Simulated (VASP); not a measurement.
# Ir (Fd-3m) in VASP: a series of runs

Ir is run at these levels: PBE; tasks: single point.

Program: VASP 6.6.1. These are calculated values, not measurements. Logs are shortened: lines on timing, memory, paths and dates and some standing lists are left out, and cuts for length are marked.

## (1) The cell of the first run

Symmetry: Fd-3m, No. 227, cubic system. Conventional cell: a = 5.125 Å, b = 5.125 Å, c = 5.125 Å, α = 90.00°, β = 90.00°, γ = 90.00°. Within 2.9 Å of Ir (site symmetry -43m) lie 4 Ir at 2.22 Å.

## (2) Single point, PBE (volume scaled by 0.78)

Contents of INCAR:

```
SYSTEM = Ir
ALGO = Normal
EDIFF = 1E-6
ENCUT = 520
GGA = PE
ISIF = 2
ISMEAR = -1
LASPH = .TRUE.
LCHARG = .FALSE.
LREAL = .FALSE.
LWAVE = .FALSE.
NBANDS = 16
NELM = 60
PREC = Accurate
SIGMA = 0.05
```

Contents of KPOINTS:

```
k-points
0
G
  14 14 14
  0 0 0
```

Contents of POSCAR:

```
Ir
1.0
    0.0000000000      2.5624160416      2.5624160416
    2.5624160416      0.0000000000      2.5624160416
    2.5624160416      2.5624160416      0.0000000000
Ir
2
Direct
   -0.1250000000     -0.1250000000     -0.1250000000
    0.1250000000      0.1250000000      0.1250000000
```

Potentials or basis: VASP PAW PBE potentials, release 64 (Ir).

Launch:

```console
> cat potpaw_PBE.64/Ir/POTCAR > POTCAR
> mpirun -np 1 vasp_std > vasp.out
```

OUTCAR:

```text
SYSTEM = Ir
   EDIFF = 1E-6
   ENCUT = 520
   GGA = PE
   ISIF = 2
   ISMEAR = -1
   LASPH = .TRUE.
   LREAL = .FALSE.
   NELM = 60
   PREC = Accurate

 ion  position               nearest neighbor table
   1  0.875  0.875  0.875-   2 2.22   2 2.22   2 2.22   2 2.22
   2  0.125  0.125  0.125-   1 2.22   1 2.22   1 2.22   1 2.22

  LATTYP: Found a face centered cubic cell.
 ALAT       =     5.1248320832

  Lattice vectors:

 A1 = (   0.0000000000,   2.5624160416,   2.5624160416)
 A2 = (   2.5624160416,   0.0000000000,   2.5624160416)
 A3 = (   2.5624160416,   2.5624160416,   0.0000000000)

Analysis of symmetry for initial positions (statically):
=====================================================================
 Subroutine PRICEL returns:
 Original cell was already a primitive cell.

 Routine SETGRP: Setting up the symmetry group for a
 face centered cubic supercell.

 Subroutine GETGRP returns: Found 48 space group operations
 (whereof 12 operations were pure point group operations)
 out of a pool of 48 trial point group operations.

The static configuration has the point symmetry D_3d.
 The point group associated with its full space group is O_h .

Analysis of symmetry for dynamics (positions and initial velocities):
=====================================================================
 Subroutine PRICEL returns:
 Original cell was already a primitive cell.

 Routine SETGRP: Setting up the symmetry group for a
 face centered cubic supercell.

 Subroutine GETGRP returns: Found 48 space group operations
 (whereof 12 operations were pure point group operations)
 out of a pool of 48 trial point group operations.

The dynamic configuration has the point symmetry D_3d.
 The point group associated with its full space group is O_h .

 Subroutine INISYM returns: Found 48 space group operations
 (whereof 12 operations are pure point group operations),
 and found     1 'primitive' translations

----------------------------------------------------------------------------------------

                                     Primitive cell

  volume of cell :      33.6495

  direct lattice vectors                    reciprocal lattice vectors
     0.000000000  2.562416042  2.562416042    -0.195128344  0.195128344  0.195128344
     2.562416042  0.000000000  2.562416042     0.195128344 -0.195128344  0.195128344
     2.562416042  2.562416042  0.000000000     0.195128344  0.195128344 -0.195128344

  length of vectors
     3.623803518  3.623803518  3.623803518     0.337972207  0.337972207  0.337972207

  position of ions in fractional coordinates (direct lattice)
     0.875000000  0.875000000  0.875000000
     0.125000000  0.125000000  0.125000000

  ion indices of the primitive-cell ions
   primitive index   ion index
                 1           1
                 2           2

----------------------------------------------------------------------------------------

 KPOINTS: k-points

Automatic generation of k-mesh.
 Grid dimensions read from file:
 generate k-points for:   14   14   14

 Generating k-lattice:

  Cartesian coordinates                     Fractional coordinates (reciprocal lattice)
    -0.013937739  0.013937739  0.013937739     0.071428571  0.000000000  0.000000000
     0.013937739 -0.013937739  0.013937739     0.000000000  0.071428571  0.000000000
     0.013937739  0.013937739 -0.013937739     0.000000000  0.000000000  0.071428571

  Length of vectors
     0.024140872  0.024140872  0.024140872

  Shift w.r.t. Gamma in fractional coordinates (k-lattice)
     0.000000000  0.000000000  0.000000000

 Subroutine IBZKPT returns following result:
 ===========================================

 Found    104 irreducible k-points:

 Following reciprocal coordinates:
            Coordinates               Weight
  0.000000  0.000000  0.000000      1.000000
  0.071429  0.000000  0.000000      8.000000
  0.142857  0.000000  0.000000      8.000000
  0.214286  0.000000  0.000000      8.000000
  0.285714  0.000000  0.000000      8.000000
  0.357143  0.000000  0.000000      8.000000
[... 16 lines left out ...]
  0.214286  0.142857  0.000000     24.000000
  0.285714  0.142857  0.000000     24.000000
 [... further k-points ...]
   k-points           NKPTS =    104   k-points in BZ     NKDIM =    104   number of bands    NBANDS=     16
   number of dos      NEDOS =    301   number of ions     NIONS =      2
   total plane-waves  NPLWV =  21952
   dimension x,y,z NGX =    28 NGY =   28 NGZ =   28
   dimension x,y,z NGXF=    56 NGYF=   56 NGZF=   56
   ions per type =               2
   NGX,Y,Z   is equivalent  to a cutoff of  12.85, 12.85, 12.85 a.u.
   NGXF,Y,Z  is equivalent  to a cutoff of  25.69, 25.69, 25.69 a.u.
 SYSTEM =  Ir
   PREC   = accura    normal or accurate (medium, high low for compatibility)
   ISTART =      0    job   : 0-new  1-cont  2-samecut
   ICHARG =      2    charge: 1-file 2-atom 10-const
   ISPIN  =      1    spin polarized calculation?
   LNONCOLLINEAR =      F non collinear calculations
   LSORBIT =      F    spin-orbit coupling
   LASPH  =      T    aspherical Exc in radial PAW
   ENCUT  =  520.0 eV  38.22 Ry    6.18 a.u.   6.74  6.74  6.74*2*pi/ulx,y,z
   NELM   =     60;   NELMIN=  2; NELMDL= -5     # of ELM steps
   EDIFF  = 0.1E-05   stopping-criterion for ELM
   LREAL  =      F    real-space projection
   EDIFFG = 0.1E-04   stopping-criterion for IOM
   NSW    =      0    number of steps for IOM
   IBRION =     -1    ionic relax: 0-MD 1-quasi-New 2-CG
   NFREE  =      0    steps in history (QN), initial steepest desc. (CG)
   ISIF   =      2    stress and relaxation
   ISYM   =      2    0-nonsym 1-usesym 2-fastsym
   POTIM  = 0.5000    time-step for ionic-motion
   TEBEG  =    0.0;   TEEND  =   0.0 temperature during run
   PSTRESS=    0.0 pullay stress
   NELECT =      18.0000    total number of electrons
   NUPDOWN=      -1.0000    fix difference up-down
   EMIN   =  10.00;   EMAX   =-10.00  energy-range for DOS
   EFERMI =   0.00;   METHOD = LEGACY
   ISMEAR =    -1;   SIGMA  =   0.05  broadening in eV -4-tet -1-fermi 0-gaus
   EFERMI_NEDOS =   21; number of points for ismear=-14 and -15
   IALGO  =     38    algorithm
   IMIX   =      4    mixing-type and parameters
     AMIX     =   0.40;   BMIX     =  1.00
     AMIX_MAG =   1.60;   BMIX_MAG =  1.00
  volume/ion in A,a.u.               =      16.82       113.54
  Fermi-wavevector in a.u.,A,eV,Ry     =   1.328942  2.511336 24.029070  1.766087
  Thomas-Fermi vector in A             =   2.458142
   LORBIT       =      0    0 simple, 1 ext, 2 COOP (PROOUT), +10 PAW based schemes
   GGA     = PE    functional components
   LHFCALC =     F    Hartree Fock is set to
   AEXX    =    0.0000 exact exchange contribution
   IVDW    =     0    specifies the selected vdW correction
   LEPSILON=     F    determine dielectric tensor
   LRPA    =     F    only Hartree local field effects (RPA)
 non-spin polarized calculation
  energy-cutoff  :      520.00
  volume of cell :       33.65
 maximum number of plane-waves:       934
   NGX = 13   NGY = 13   NGZ = 13

 number of electron      18.0000002 magnetization

 Free energy of the ion-electron system (eV)
  ---------------------------------------------------
  ext. energy  EPLUGINS =         0.00000000
  ---------------------------------------------------
  free energy    TOTEN  =       -13.83633769 eV

  energy without entropy =      -13.82525559  energy(sigma->0) =      -13.83079664

 E-fermi :   8.5557     XC(G=0): -12.5307

 val. band max:        8.5470021189   @ k =   0.4286   0.2143   0.0000
 cond. band min:       8.5698447795   @ k =  -0.2857   0.2857   0.0000
 fundamental gap:      0.0228426606
 Fermi energy:         8.5556803308

 k-point     1 :       0.0000    0.0000    0.0000
  band No.  band energies     occupation
      1      -1.3873      2.00000
      2       1.5029      2.00000
      3       1.5029      2.00000
      4       2.4613      2.00000
      5       2.4613      2.00000
      6       2.4613      2.00000
[... 8 lines left out ...]
     15      21.5544      0.00000
     16      21.5544      0.00000

 k-point     2 :       0.0714    0.0000    0.0000
  band No.  band energies     occupation
      1      -1.2714      2.00000
      2       1.4370      2.00000
      3       1.4370      2.00000
      4       2.4432      2.00000
      5       2.5734      2.00000
      6       2.5734      2.00000
[... 8 lines left out ...]
     15      21.5895      0.00000
     16      22.1603      0.00000

 k-point     3 :       0.1429    0.0000    0.0000
  band No.  band energies     occupation
      1      -0.9367      2.00000
      2       1.3278      2.00000
      3       1.3278      2.00000
      4       2.3955      2.00000
      5       2.7929      2.00000
      6       2.7929      2.00000
[... 8 lines left out ...]
     15      21.6184      0.00000
     16      22.3577      0.00000

 k-point     4 :       0.2143    0.0000    0.0000
  band No.  band energies     occupation
      1      -0.4261      2.00000
      2       1.2744      2.00000
      3       1.2744      2.00000
      4       2.3315      2.00000
      5       2.9422      2.00000
      6       2.9422      2.00000
[... 8 lines left out ...]
     15      21.2754      0.00000
     16      22.8546      0.00000
[... 324 lines left out ...]
 k-point    22 :       0.1429    0.1429    0.0000
  band No.  band energies     occupation
      1      -0.7723      2.00000
      2       0.9057      2.00000
      3       1.8209      2.00000
      4       2.4197      2.00000
      5       2.4197      2.00000
      6       3.2240      2.00000
[... 8 lines left out ...]
     15      21.1331      0.00000
     16      21.7791      0.00000

 k-point    23 :       0.2143    0.1429    0.0000
  band No.  band energies     occupation
      1      -0.3739      2.00000
      2       0.7621      2.00000
      3       1.9117      2.00000
      4       2.3592      2.00000
      5       2.4639      2.00000
      6       3.4894      2.00000
[... 8 lines left out ...]
     15      20.8002      0.00000
     16      21.4722      0.00000

 k-point    24 :       0.2857    0.1429    0.0000
  band No.  band energies     occupation
      1       0.1675      2.00000
      2       0.7088      2.00000
      3       1.9667      2.00000
      4       2.2282      2.00000
      5       2.4990      2.00000
      6       3.6390      2.00000
[... 8 lines left out ...]
     15      19.9852      0.00000
     16      22.0074      0.00000

 [... further k-points ...]
[... 5 lines left out ...]
  --------------------------------------------------------------------------------------
  -------------------------------------------------------------------------------------
  Total       16.8711526     16.8711526     16.8711526      0.0000000     -0.0000000     -0.0000000
  in kB      803.2974839    803.2974839    803.2974839      0.0000000     -0.0000000     -0.0000000
  external PRESSURE =     803.2974839 kB  Pullay stress =       0.0000000 kB

 VOLUME and BASIS-vectors are now :
 -----------------------------------------------------------------------------
  energy-cutoff  :      520.00
  volume of cell :       33.65
      direct lattice vectors                 reciprocal lattice vectors
     0.000000000  2.562416042  2.562416042    -0.195128344  0.195128344  0.195128344
     2.562416042  0.000000000  2.562416042     0.195128344 -0.195128344  0.195128344
     2.562416042  2.562416042  0.000000000     0.195128344  0.195128344 -0.195128344

 POSITION                                       TOTAL-FORCE (eV/Angst)
 -----------------------------------------------------------------------------------
      4.48423      4.48423      4.48423         0.000000      0.000000     -0.000000
      0.64060      0.64060      0.64060        -0.000000     -0.000000      0.000000
 -----------------------------------------------------------------------------------
    total drift:                                0.000000     -0.000000     -0.000000

  FREE ENERGIE OF THE ION-ELECTRON SYSTEM (eV)
  ---------------------------------------------------
  free  energy   TOTEN  =       -13.8363376921 eV

  energy  without entropy=      -13.8252555879  energy(sigma->0) =      -13.83079664
```

Wall time 25 s (1 thread of Intel Xeon 6975P-C, shared host); peak memory 0.19 GiB.

Results:

| Property | Result |
| --- | --- |
| Free energy | -13.8363 eV |
| Pressure | 80.3 GPa |
| Band gap on the k mesh | zero (band 9 reaches 10.12 eV, above the bottom of band 10 at 7.90 eV) |

Caveat: spin-orbit coupling is left out, which moves the levels of the heavy elements.

## (3) Single point, PBE (volume scaled by 0.88)

Contents of INCAR:

```
SYSTEM = Ir
  ALGO = Normal
  EDIFF = 1E-6
  ENCUT = 520
  GGA = PE
  ISIF = 2
  ISMEAR = -1
  LASPH = .TRUE.
  LCHARG = .FALSE.
  LREAL = .FALSE.
  LWAVE = .FALSE.
  NBANDS = 16
  NELM = 100
  PREC = Accurate
  SIGMA = 0.05
```

KPOINTS is that of step 2.

Contents of POSCAR:

```
Ir
1.0
    0.0000000000      2.6675485616      2.6675485616
    2.6675485616      0.0000000000      2.6675485616
    2.6675485616      2.6675485616      0.0000000000
Ir
2
Direct
   -0.1250000000     -0.1250000000     -0.1250000000
    0.1250000000      0.1250000000      0.1250000000
```

Potentials or basis: VASP PAW PBE potentials, release 64 (Ir).

Launch:

```console
> cat potpaw_PBE.64/Ir/POTCAR > POTCAR
> mpirun -np 1 vasp_std > vasp.out
```

OUTCAR:

```text
SYSTEM = Ir
   EDIFF = 1E-6
   ENCUT = 520
   GGA = PE
   ISIF = 2
   ISMEAR = -1
   LASPH = .TRUE.
   LREAL = .FALSE.
   NELM = 100
   PREC = Accurate

 ion  position               nearest neighbor table
   1  0.875  0.875  0.875-   2 2.31   2 2.31   2 2.31   2 2.31
   2  0.125  0.125  0.125-   1 2.31   1 2.31   1 2.31   1 2.31

  LATTYP: Found a face centered cubic cell.
 ALAT       =     5.3350971232

  Lattice vectors:

 A1 = (   0.0000000000,   2.6675485616,   2.6675485616)
 A2 = (   2.6675485616,   0.0000000000,   2.6675485616)
 A3 = (   2.6675485616,   2.6675485616,   0.0000000000)

[... 625 lines left out ...]
      5       1.5718      2.00000
      6       2.4721      2.00000
[... 8 lines left out ...]
     15      17.1849      0.00000
     16      19.6521      0.00000

 [... further k-points ...]
[... 5 lines left out ...]
  --------------------------------------------------------------------------------------
  -------------------------------------------------------------------------------------
  Total        7.3647826      7.3647826      7.3647826      0.0000000      0.0000000      0.0000000
  in kB      310.8161070    310.8161070    310.8161070      0.0000000      0.0000000      0.0000000
  external PRESSURE =     310.8161070 kB  Pullay stress =       0.0000000 kB

 VOLUME and BASIS-vectors are now :
 -----------------------------------------------------------------------------
  energy-cutoff  :      520.00
  volume of cell :       37.96
      direct lattice vectors                 reciprocal lattice vectors
     0.000000000  2.667548562  2.667548562    -0.187438012  0.187438012  0.187438012
     2.667548562  0.000000000  2.667548562     0.187438012 -0.187438012  0.187438012
     2.667548562  2.667548562  0.000000000     0.187438012  0.187438012 -0.187438012

 POSITION                                       TOTAL-FORCE (eV/Angst)
 -----------------------------------------------------------------------------------
      4.66821      4.66821      4.66821        -0.000000     -0.000000     -0.000000
      0.66689      0.66689      0.66689         0.000000      0.000000      0.000000
 -----------------------------------------------------------------------------------
    total drift:                                0.000000     -0.000000     -0.000000

  FREE ENERGIE OF THE ION-ELECTRON SYSTEM (eV)
  ---------------------------------------------------
  free  energy   TOTEN  =       -15.2742643037 eV

  energy  without entropy=      -15.2606823084  energy(sigma->0) =      -15.26747331
```

OSZICAR:

```text
N       E                     dE             d eps       ncg     rms          rms(c)
DAV:   1     0.137093097844E+03    0.13709E+03   -0.80997E+03  3328   0.107E+03
DAV:   2    -0.119399108823E+02   -0.14903E+03   -0.13232E+03  3344   0.288E+02
DAV:   3    -0.160808699770E+02   -0.41410E+01   -0.40978E+01  4408   0.570E+01
DAV:   4    -0.161243173541E+02   -0.43447E-01   -0.43440E-01  3768   0.527E+00
DAV:   5    -0.161254527993E+02   -0.11354E-02   -0.11354E-02  4616   0.872E-01    0.192E+01
DAV:   6    -0.154275608894E+02    0.69789E+00   -0.10230E+00  4376   0.117E+01    0.845E+00
DAV:   7    -0.152909359362E+02    0.13662E+00   -0.21384E-01  4744   0.481E+00    0.227E+00
DAV:   8    -0.152745565791E+02    0.16379E-01   -0.22035E-02  3880   0.135E+00    0.387E-01
DAV:   9    -0.152742266828E+02    0.32990E-03   -0.65231E-04  4040   0.209E-01    0.480E-02
DAV:  10    -0.152742646192E+02   -0.37936E-04   -0.39076E-05  4376   0.468E-02    0.370E-03
DAV:  11    -0.152742643037E+02    0.31554E-06   -0.21332E-06  3936   0.146E-02
   1 F= -.15274264E+02 E0= -.15267473E+02  d E =-.135820E-01
```

stdout:

```text
POSCAR found type information on POSCAR Ir
 POSCAR found :  1 types and       2 ions
 scaLAPACK will be used
 LDA part: xc-table for (Slater+PW92), standard interpolation
 POSCAR, INCAR and KPOINTS ok, starting setup
 FFT: planning ... GRIDC
 FFT: planning ... GRID_SOFT
 FFT: planning ... GRID
 WAVECAR not read
 entering main loop
```

Wall time 36 s (1 thread of Intel Xeon 6975P-C, shared host); peak memory 0.19 GiB.

Results:

```yaml
Free_energy: -15.2743 eV
Pressure: 31.1 GPa
Band_gap_on_the_k_mesh: zero (band 9 reaches 8.09 eV, above the bottom of band 10 at 6.22 eV)
```

Levels at points of the mesh, in eV from the Fermi level:
| k point | band 7 | band 8 | band 9 | band 10 | band 11 | band 12 |
| --- | --- | --- | --- | --- | --- | --- |
| (0.00, 0.00, 0.00) | -2.04 | -2.04 | -2.04 | 1.07 | 1.07 | 11.36 |
| (0.50, 0.00, 0.00) | -2.39 | -1.12 | -1.12 | 0.36 | 0.36 | 1.69 |
| (0.50, 0.50, 0.00) | -2.94 | -2.94 | 0.74 | 0.74 | 2.25 | 2.25 |

Caveat: spin-orbit coupling is left out, which moves the levels of the heavy elements.

## (4) Single point, PBE (volume scaled by 0.88)

Contents of INCAR:

```
ALGO = Normal ; EDIFF = 1E-6
ENCUT = 520 ; GGA = PE
ISIF = 2 ; ISMEAR = -1
LASPH = T ; LCHARG = F
LREAL = F ; LWAVE = F
NBANDS = 16 ; NELM = 60
PREC = Accurate ; SIGMA = 0.05
```

Contents of KPOINTS:

```
k-points
0
Gamma
  14 14 14
```

POSCAR is that of step 3.

Launch:

```console
> cat potpaw_PBE.64/Ir/POTCAR > POTCAR
> mpirun -np 1 vasp_std > vasp.out
```

Run time: 37 s. Hardware: 1 thread of Intel Xeon 6975P-C, shared host; peak memory 0.19 GiB.

Results (log left out):

```
Free energy            : -15.2743 eV
Pressure               : 31.1 GPa
Band gap on the k mesh : zero (band 9 reaches 8.09 eV, above the bottom of band 10 at 6.22 eV)
```

Levels at points of the mesh, in eV from the Fermi level:
| k point | band 5 | band 6 | band 7 | band 8 | band 9 | band 10 | band 11 | band 12 | band 13 | band 14 |
| --- | --- | --- | --- | --- | --- | --- | --- | --- | --- | --- |
| (0.00, 0.00, 0.00) | -5.37 | -5.37 | -2.04 | -2.04 | -2.04 | 1.07 | 1.07 | 11.36 | 11.42 | 12.83 |
| (0.50, 0.00, 0.00) | -5.58 | -5.58 | -2.39 | -1.12 | -1.12 | 0.36 | 0.36 | 1.69 | 9.65 | 9.65 |
| (0.50, 0.50, 0.00) | -4.07 | -4.07 | -2.94 | -2.94 | 0.74 | 0.74 | 2.25 | 2.25 | 3.84 | 3.84 |

Caveat: spin-orbit coupling is left out, which moves the levels of the heavy elements.

## (5) Single point, PBE (volume scaled by 0.5)

Contents of INCAR:

```
PREC = Accurate ; ENCUT = 500
EDIFF = 1E-6 ; ISMEAR = -1
SIGMA = 0.05 ; LREAL = False
LASPH = True ; NELM = 120
ALGO = Normal ; ISIF = 2
LWAVE = False ; LCHARG = True
GGA = PE ; LELF = True
LVHAR = True ; NBANDS = 24
GGA_COMPAT = False
```

Contents of KPOINTS:

```
regular mesh
0
Gamma
  14 14 14
```

Contents of POSCAR:

```
Ir
1.0
    0.0000000000      2.2094021810      2.2094021810
    2.2094021810      0.0000000000      2.2094021810
    2.2094021810      2.2094021810      0.0000000000
Ir
2
Direct
   -0.1250000000     -0.1250000000     -0.1250000000
    0.1250000000      0.1250000000      0.1250000000
```

Potentials or basis: VASP PAW PBE potentials, release 64 (Ir_sv_GW).

Launch:

```console
> cat potpaw_PBE.64/Ir_sv_GW/POTCAR > POTCAR
> mpirun -np 1 vasp_std > vasp.out
```

It took 26 s on 1 thread of Intel Xeon Platinum 8375C at 2.90GHz (Ice Lake), shared host; peak memory 0.17 GiB.

The run converged, but its numbers aren't listed here, since they failed a check.

Caveat: spin-orbit coupling is left out, which moves the levels of the heavy elements.
